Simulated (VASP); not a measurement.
Write the native input for VASP 6.6.1 that does the following.

| Quantity | Value |
| --- | --- |
| Task | single point |
| Functional | PBEsol |
| Potentials or basis | VASP PAW PBE potentials, release 64 (Al, Cu) |
| Cutoff | 520 eV |
| k mesh | 10 × 10 × 10 |
| Occupations | gaussian, width 0.15 eV |
| Spin | no spin polarisation |
| Dipole correction | no |
| Further INCAR settings | ALGO = Fast; EDIFF = 1e-07; NBANDS = 26 |

The structure of Al2Cu lies in POSCAR:

```
Al2Cu
1.0
   -3.1463500000      3.1463500000      2.4138103907
    3.1463500000     -3.1463500000      2.4138103907
    3.1463500000      3.1463500000     -2.4138103907
Al Cu
4 2
Direct
    0.1593210787      0.6593210787      0.8186421574
    0.6593210787      0.8406789213      0.5000000000
    0.8406789213      0.3406789213      0.1813578426
    0.3406789213      0.1593210787      0.5000000000
    0.7500000000      0.7500000000      0.0000000000
    0.2500000000      0.2500000000      0.0000000000
```

One way to write it, as run:

INCAR

```
SYSTEM = Al2Cu
  PREC = Accurate
  ENCUT = 520
  EDIFF = 1E-7
  ISMEAR = 0
  SIGMA = 0.15
  LREAL = .False.
  LASPH = .True.
  NELM = 100
  ALGO = Fast
  ISIF = 2
  LWAVE = .False.
  LCHARG = .True.
  GGA = PS
  LELF = .True.
  LVHAR = .True.
  NBANDS = 26
```

KPOINTS

```
Automatic mesh
0
Gamma
  10 10 10
  0 0 0
```

Potentials or basis: VASP PAW PBE potentials, release 64 (Al, Cu).

Run with:

```console
$ cat potpaw_PBE.64/Al/POTCAR potpaw_PBE.64/Cu/POTCAR > POTCAR
$ mpirun -np 1 vasp_std > vasp.out
```

It gave:

```yaml
Pressure: -8.2 GPa
Largest_force: 0.048 eV/Å
Band_gap_on_the_k_mesh: zero (bands 17 and 18 overlap by 4.51 eV)
```

Caveat: the stress differs along the axes, from -10 to -4 GPa; the PAW data sets were made with another functional, which shifts forces and pressure a little.

Run time: 3.8 min on 1 thread of AMD EPYC 9R45 96-Core Processor (Zen 5), with other jobs on the host, peak memory 0.35 GiB.
